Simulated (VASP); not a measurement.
# AlN (F-43m) in VASP: notebook

Runs on AlN. Level: PBE. Tasks: single point.

Program: VASP 6.6.1. These are calculated values, not measurements. Logs are shortened: lines on timing, memory, paths and dates and some standing lists are left out, and cuts for length are marked.

## 1. The cell of the first run

Symmetry: F-43m, No. 216, cubic system. Conventional cell: a = 4.313 Å, b = 4.313 Å, c = 4.313 Å, α = 90.00°, β = 90.00°, γ = 90.00°. Within 2.5 Å of Al (site symmetry -43m) lie 4 N at 1.87 Å. Within 2.5 Å of N (site symmetry -43m) lie 4 Al at 1.87 Å.

## 2. Single point, PBE (volume changed by -6%)

Contents of INCAR:

```
SYSTEM = AlN
PREC = Accurate ; ENCUT = 520
EDIFF = 1E-6 ; ISMEAR = 0
SIGMA = 0.01 ; LREAL = .FALSE.
LASPH = .TRUE. ; NELM = 100
ALGO = Normal ; ISIF = 2
LWAVE = .FALSE. ; LCHARG = .FALSE.
GGA = PE ; NBANDS = 11
```

Contents of KPOINTS:

```
Automatic mesh
0
G
  8 8 8
  0 0 0
```

Contents of POSCAR:

```
AlN
1.0
    0.0000000000      2.1565974381      2.1565974381
    2.1565974381      0.0000000000      2.1565974381
    2.1565974381      2.1565974381      0.0000000000
Al N
1 1
Direct
    0.0000000000      0.0000000000      0.0000000000
    0.2500000000      0.2500000000      0.2500000000
```

Potentials or basis: VASP PAW PBE potentials, release 64 (Al, N).

On the command line:

```
$ cat potpaw_PBE.64/Al/POTCAR potpaw_PBE.64/N/POTCAR > POTCAR
$ mpirun -np 1 vasp_std > vasp.out
```

OUTCAR:

```text
SYSTEM = AlN
   PREC = Accurate
   ENCUT = 520
   EDIFF = 1E-6
   ISMEAR = 0
   LREAL = .FALSE.
   LASPH = .TRUE.
   NELM = 100
   ISIF = 2
   GGA = PE

 ion  position               nearest neighbor table
   1  0.000  0.000  0.000-   2 1.87   2 1.87   2 1.87   2 1.87
   2  0.250  0.250  0.250-   1 1.87   1 1.87   1 1.87   1 1.87

  LATTYP: Found a face centered cubic cell.
 ALAT       =     4.3131948762

  Lattice vectors:

 A1 = (   0.0000000000,   2.1565974381,   2.1565974381)
 A2 = (   2.1565974381,   0.0000000000,   2.1565974381)
 A3 = (   2.1565974381,   2.1565974381,   0.0000000000)

Analysis of symmetry for initial positions (statically):
=====================================================================
 Subroutine PRICEL returns:
 Original cell was already a primitive cell.

 Routine SETGRP: Setting up the symmetry group for a
 face centered cubic supercell.

 Subroutine GETGRP returns: Found 24 space group operations
 (whereof 24 operations were pure point group operations)
 out of a pool of 48 trial point group operations.

The static configuration has the point symmetry T_d .

Analysis of symmetry for dynamics (positions and initial velocities):
=====================================================================
 Subroutine PRICEL returns:
 Original cell was already a primitive cell.

 Routine SETGRP: Setting up the symmetry group for a
 face centered cubic supercell.

 Subroutine GETGRP returns: Found 24 space group operations
 (whereof 24 operations were pure point group operations)
 out of a pool of 48 trial point group operations.

The dynamic configuration has the point symmetry T_d .

 Subroutine INISYM returns: Found 24 space group operations
 (whereof 24 operations are pure point group operations),
 and found     1 'primitive' translations

----------------------------------------------------------------------------------------

                                     Primitive cell

  volume of cell :      20.0603

  direct lattice vectors                    reciprocal lattice vectors
     0.000000000  2.156597438  2.156597438    -0.231846700  0.231846700  0.231846700
     2.156597438  0.000000000  2.156597438     0.231846700 -0.231846700  0.231846700
     2.156597438  2.156597438  0.000000000     0.231846700  0.231846700 -0.231846700

  length of vectors
     3.049889346  3.049889346  3.049889346     0.401570265  0.401570265  0.401570265

  position of ions in fractional coordinates (direct lattice)
     0.000000000  0.000000000  0.000000000
     0.250000000  0.250000000  0.250000000

  ion indices of the primitive-cell ions
   primitive index   ion index
                 1           1
                 2           2

----------------------------------------------------------------------------------------

 KPOINTS: Automatic mesh

Automatic generation of k-mesh.
 Grid dimensions read from file:
 generate k-points for:    8    8    8

 Generating k-lattice:

  Cartesian coordinates                     Fractional coordinates (reciprocal lattice)
    -0.028980838  0.028980838  0.028980838     0.125000000  0.000000000  0.000000000
     0.028980838 -0.028980838  0.028980838     0.000000000  0.125000000  0.000000000
     0.028980838  0.028980838 -0.028980838     0.000000000  0.000000000  0.125000000

  Length of vectors
     0.050196283  0.050196283  0.050196283

  Shift w.r.t. Gamma in fractional coordinates (k-lattice)
     0.000000000  0.000000000  0.000000000

 Subroutine IBZKPT returns following result:
 ===========================================

 Found     29 irreducible k-points:

 Following reciprocal coordinates:
            Coordinates               Weight
  0.000000  0.000000  0.000000      1.000000
  0.125000  0.000000  0.000000      8.000000
  0.250000  0.000000  0.000000      8.000000
  0.375000  0.000000  0.000000      8.000000
  0.500000  0.000000  0.000000      4.000000
  0.125000  0.125000  0.000000      6.000000
[... 16 lines left out ...]
  0.500000  0.250000  0.125000     48.000000
 -0.375000  0.250000  0.125000     24.000000
 [... further k-points ...]
   k-points           NKPTS =     29   k-points in BZ     NKDIM =     29   number of bands    NBANDS=     11
   number of dos      NEDOS =    301   number of ions     NIONS =      2
   total plane-waves  NPLWV =  13824
   dimension x,y,z NGX =    24 NGY =   24 NGZ =   24
   dimension x,y,z NGXF=    48 NGYF=   48 NGZF=   48
   ions per type =               1   1
   NGX,Y,Z   is equivalent  to a cutoff of  13.08, 13.08, 13.08 a.u.
   NGXF,Y,Z  is equivalent  to a cutoff of  26.16, 26.16, 26.16 a.u.
 SYSTEM =  AlN
   PREC   = accura    normal or accurate (medium, high low for compatibility)
   ISTART =      0    job   : 0-new  1-cont  2-samecut
   ICHARG =      2    charge: 1-file 2-atom 10-const
   ISPIN  =      1    spin polarized calculation?
   LNONCOLLINEAR =      F non collinear calculations
   LSORBIT =      F    spin-orbit coupling
   LASPH  =      T    aspherical Exc in radial PAW
   ENCUT  =  520.0 eV  38.22 Ry    6.18 a.u.   5.67  5.67  5.67*2*pi/ulx,y,z
   NELM   =    100;   NELMIN=  2; NELMDL= -5     # of ELM steps
   EDIFF  = 0.1E-05   stopping-criterion for ELM
   LREAL  =      F    real-space projection
   EDIFFG = 0.1E-04   stopping-criterion for IOM
   NSW    =      0    number of steps for IOM
   IBRION =     -1    ionic relax: 0-MD 1-quasi-New 2-CG
   NFREE  =      0    steps in history (QN), initial steepest desc. (CG)
   ISIF   =      2    stress and relaxation
   ISYM   =      2    0-nonsym 1-usesym 2-fastsym
   POTIM  = 0.5000    time-step for ionic-motion
   TEBEG  =    0.0;   TEEND  =   0.0 temperature during run
   PSTRESS=    0.0 pullay stress
   NELECT =       8.0000    total number of electrons
   NUPDOWN=      -1.0000    fix difference up-down
   EMIN   =  10.00;   EMAX   =-10.00  energy-range for DOS
   EFERMI =   0.00;   METHOD = LEGACY
   ISMEAR =     0;   SIGMA  =   0.01  broadening in eV -4-tet -1-fermi 0-gaus
   EFERMI_NEDOS =   21; number of points for ismear=-14 and -15
   IALGO  =     38    algorithm
   IMIX   =      4    mixing-type and parameters
     AMIX     =   0.40;   BMIX     =  1.00
     AMIX_MAG =   1.60;   BMIX_MAG =  1.00
  volume/ion in A,a.u.               =      10.03        67.69
  Fermi-wavevector in a.u.,A,eV,Ry     =   1.205015  2.277148 19.756487  1.452061
  Thomas-Fermi vector in A             =   2.340723
   LORBIT       =      0    0 simple, 1 ext, 2 COOP (PROOUT), +10 PAW based schemes
   GGA     = PE    functional components
   LHFCALC =     F    Hartree Fock is set to
   AEXX    =    0.0000 exact exchange contribution
   IVDW    =     0    specifies the selected vdW correction
   LEPSILON=     F    determine dielectric tensor
   LRPA    =     F    only Hartree local field effects (RPA)
 non-spin polarized calculation
 Gauss-broadening in eV      SIGMA  =   0.01
  energy-cutoff  :      520.00
  volume of cell :       20.06
 maximum number of plane-waves:       560
   NGX = 11   NGY = 11   NGZ = 11

 number of electron       7.9999998 magnetization

 Free energy of the ion-electron system (eV)
  ---------------------------------------------------
  ext. energy  EPLUGINS =         0.00000000
  ---------------------------------------------------
  free energy    TOTEN  =       -14.79749114 eV

  energy without entropy =      -14.79749114  energy(sigma->0) =      -14.79749114

 E-fermi :   6.4070     XC(G=0): -11.1000

 val. band max:        6.3331658549   @ k =   0.0000   0.0000   0.0000
 cond. band min:       9.6694265128   @ k =   0.5000   0.5000   0.0000
 fundamental gap:      3.3362606579
 Fermi energy:         6.4070060540

 k-point     1 :       0.0000    0.0000    0.0000
  band No.  band energies     occupation
      1      -8.8704      2.00000
      2       6.3332      2.00000
      3       6.3332      2.00000
      4       6.3332      2.00000
      5      10.8689      0.00000
      6      19.2734      0.00000
      7      19.2734      0.00000
      8      19.2734      0.00000
      9      24.3280      0.00000
     10      24.3280      0.00000
     11      25.8062      0.00000

 k-point     2 :       0.1250    0.0000    0.0000
  band No.  band energies     occupation
      1      -8.6329      2.00000
      2       5.1478      2.00000
      3       6.2541      2.00000
      4       6.2541      2.00000
      5      11.7992      0.00000
      6      18.6957      0.00000
      7      19.4493      0.00000
      8      19.4493      0.00000
      9      22.7549      0.00000
     10      22.7549      0.00000
     11      24.7393      0.00000

 k-point     3 :       0.2500    0.0000    0.0000
  band No.  band energies     occupation
      1      -7.9790      2.00000
      2       3.0165      2.00000
      3       6.0759      2.00000
      4       6.0759      2.00000
      5      13.1180      0.00000
      6      17.6521      0.00000
      7      18.9734      0.00000
      8      18.9734      0.00000
      9      22.9432      0.00000
     10      22.9432      0.00000
     11      23.9732      0.00000

 k-point     4 :       0.3750    0.0000    0.0000
  band No.  band energies     occupation
      1      -7.1460      2.00000
      2       1.1293      2.00000
      3       5.9133      2.00000
      4       5.9133      2.00000
      5      13.8497      0.00000
      6      16.8065      0.00000
      7      18.0737      0.00000
      8      18.0737      0.00000
      9      24.3402      0.00000
     10      25.0731      0.00000
     11      25.0731      0.00000

 k-point     5 :       0.5000    0.0000    0.0000
  band No.  band energies     occupation
      1      -6.7076      2.00000
      2       0.3181      2.00000
      3       5.8500      2.00000
      4       5.8500      2.00000
      5      14.0604      0.00000
      6      16.4595      0.00000
      7      17.7196      0.00000
      8      17.7196      0.00000
      9      24.8334      0.00000
     10      26.9477      0.00000
     11      26.9477      0.00000
[... 211 lines left out ...]
 k-point    21 :       0.5000    0.5000    0.0000
  band No.  band energies     occupation
      1      -6.0361      2.00000
      2       1.3138      2.00000
      3       4.5202      2.00000
      4       4.5202      2.00000
      5       9.6694      0.00000
      6      15.1789      0.00000
      7      20.8163      0.00000
      8      22.5435      0.00000
      9      22.5435      0.00000
     10      30.7172      0.00000
     11      30.8335      0.00000

 k-point    22 :       0.3750    0.2500    0.1250
  band No.  band energies     occupation
      1      -7.4519      2.00000
      2       2.7106      2.00000
      3       4.8219      2.00000
      4       5.7234      2.00000
      5      13.3607      0.00000
      6      17.1745      0.00000
      7      17.5358      0.00000
      8      19.9637      0.00000
      9      21.3678      0.00000
     10      25.9020      0.00000
     11      28.4307      0.00000

 k-point    23 :       0.5000    0.2500    0.1250
  band No.  band energies     occupation
      1      -6.7313      2.00000
      2       1.6041      2.00000
      3       4.2197      2.00000
      4       5.3863      2.00000
      5      13.5277      0.00000
      6      16.3019      0.00000
      7      18.2556      0.00000
      8      19.5458      0.00000
      9      22.7983      0.00000
     10      26.4931      0.00000
     11      28.6259      0.00000

 k-point    24 :      -0.3750    0.2500    0.1250
  band No.  band energies     occupation
      1      -6.3701      2.00000
      2       1.0558      2.00000
      3       4.0657      2.00000
      4       5.1934      2.00000
      5      13.5581      0.00000
      6      15.9270      0.00000
      7      18.8758      0.00000
      8      19.3728      0.00000
      9      24.0114      0.00000
     10      25.5394      0.00000
     11      28.9217      0.00000

 [... further k-points ...]
[... 5 lines left out ...]
  --------------------------------------------------------------------------------------
  -------------------------------------------------------------------------------------
  Total        1.6543523      1.6543523      1.6543523      0.0000000      0.0000000      0.0000000
  in kB      132.1299652    132.1299652    132.1299652      0.0000000      0.0000000      0.0000000
  external PRESSURE =     132.1299652 kB  Pullay stress =       0.0000000 kB

 VOLUME and BASIS-vectors are now :
 -----------------------------------------------------------------------------
  energy-cutoff  :      520.00
  volume of cell :       20.06
      direct lattice vectors                 reciprocal lattice vectors
     0.000000000  2.156597438  2.156597438    -0.231846700  0.231846700  0.231846700
     2.156597438  0.000000000  2.156597438     0.231846700 -0.231846700  0.231846700
     2.156597438  2.156597438  0.000000000     0.231846700  0.231846700 -0.231846700

 POSITION                                       TOTAL-FORCE (eV/Angst)
 -----------------------------------------------------------------------------------
      0.00000      0.00000      0.00000        -0.000000     -0.000000     -0.000000
      1.07830      1.07830      1.07830         0.000000      0.000000      0.000000
 -----------------------------------------------------------------------------------
    total drift:                                0.000000      0.000000      0.000000

  FREE ENERGIE OF THE ION-ELECTRON SYSTEM (eV)
  ---------------------------------------------------
  free  energy   TOTEN  =       -14.7974911371 eV

  energy  without entropy=      -14.7974911371  energy(sigma->0) =      -14.79749114
```

Wall time 6.7 s (1 thread of Intel Xeon 8259CL, shared host); peak memory 0.13 GiB.

Results:

```yaml
Free_energy: -14.7975 eV
Pressure: 13.2 GPa
Band_gap_on_the_k_mesh: 3.34 eV, indirect (least direct gap 4.54 eV)
```

Levels at points of the mesh, in eV from the valence-band top:
```
           k point  band 2  band 3  band 4  band 5  band 6  band 7
(0.00, 0.00, 0.00)    0.00    0.00    0.00    4.54   12.94   12.94
(0.50, 0.00, 0.00)   -6.02   -0.48   -0.48    7.73   10.13   11.39
(0.50, 0.50, 0.00)   -5.02   -1.81   -1.81    3.34    8.85   14.48
```

Caveat: the cell differs from its parent crystal (volume changed by -6%). A k mesh can miss the band edges.

## 3. Single point, PBE

This run uses another cell than the first one, of 10.67 Å³/atom, 1.064 times its volume.

Contents of INCAR:

```
PREC = Accurate ; ENCUT = 520
EDIFF = 1E-7 ; ISMEAR = 0
SIGMA = 0.01 ; LREAL = False
LASPH = True ; NELM = 80
ALGO = Normal ; ISIF = 2
LWAVE = False ; LCHARG = True
GGA = PE ; LELF = True
LVHAR = True ; NBANDS = 11
```

Contents of KPOINTS:

```
Automatic mesh
0
Gamma
  8 8 8
```

Contents of POSCAR:

```
AlN
1.0
    0.0000000000      2.2015394246      2.2015394246
    2.2015394246      0.0000000000      2.2015394246
    2.2015394246      2.2015394246      0.0000000000
Al N
1 1
Direct
    0.0000000000      0.0000000000      0.0000000000
    0.2500000000      0.2500000000      0.2500000000
```

Potentials or basis: VASP PAW PBE potentials, release 64 (Al, N).

On the command line:

```
$ cat potpaw_PBE.64/Al/POTCAR potpaw_PBE.64/N/POTCAR > POTCAR
$ mpirun -np 1 vasp_std > vasp.out
```

It took 8.5 s on 1 thread of Intel Xeon 8259CL, shared host; peak memory 0.13 GiB.

It converged, with:

| Item | Value |
| --- | --- |
| Free energy | -14.8473 eV |
| Pressure | -0.3 GPa |
| Band gap on the k mesh | 3.31 eV, indirect (least direct gap 3.98 eV) |

Levels at points of the mesh, in eV from the valence-band top:
```csv
k point,band 1,band 2,band 3,band 4,band 5,band 6,band 7,band 8,band 9
"(0.00, 0.00, 0.00)",-14.84,0.00,0.00,0.00,3.99,12.32,12.32,12.32,17.50
"(0.50, 0.00, 0.00)",-12.87,-5.75,-0.48,-0.48,7.16,9.70,11.00,11.00,17.67
"(0.50, 0.50, 0.00)",-12.25,-4.83,-1.75,-1.75,3.31,8.47,13.64,15.44,15.44
```

A k mesh can miss the band edges. As with any semilocal functional, this PBE gap is likely too small.

(Part 1 of 2 ends here.)
